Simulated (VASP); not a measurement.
Here is a VASP 6.6.1 calculation.

INCAR

```
SYSTEM = InSb
ALGO     = Normal         ! electronic algorithm
EDIFF    = 1E-7           ! SCF threshold, eV
ENCUT    = 520            ! plane-wave cutoff, eV
GGA      = PS             ! functional
ISIF     = 2              ! what is computed and relaxed
ISMEAR   = 0              ! smearing method
LASPH    = .True.         ! aspherical terms in the spheres
LCHARG   = .True.         ! write CHGCAR
LELF     = .True.         ! ELF
LREAL    = .False.        ! projectors in reciprocal space
LVHAR    = .True.       
LWAVE    = .False.        ! write WAVECAR
NBANDS   = 16             ! bands
NELM     = 100            ! most SCF steps
PREC     = Accurate       ! precision mode
SIGMA    = 0.15           ! smearing width, eV
```

File KPOINTS:

```
k-points
0
Gamma
  12 12 12
  0 0 0
```

File POSCAR:

```
InSb
1.0
    0.0000000000      3.2391000000      3.1743180000
    3.2391000000      0.0000000000      3.1743180000
    3.2391000000      3.2391000000      0.0000000000
In Sb
1 1
Direct
    0.0000000000      0.0000000000      0.0000000000
    0.7500000000      0.7500000000      0.7500000000
```

Potentials or basis: VASP PAW PBE potentials, release 64 (In_d, Sb).

Run with:

```console
$ cat potpaw_PBE.64/In_d/POTCAR potpaw_PBE.64/Sb/POTCAR > POTCAR
$ mpirun -np 1 vasp_std > vasp.out
```

Task: Predict the pressure.

Result: 1.8 GPa.

Stress tensor (GPa, compression positive):
```
1.67 0.00 0.00
0.00 1.67 0.00
0.00 0.00 2.20
```

Caveat: the cell differs from its parent crystal (strain -0.0200 x Voigt [0, 0, 1, 0, 0, 0]); the PAW data sets were made with another functional, which shifts forces and pressure a little.
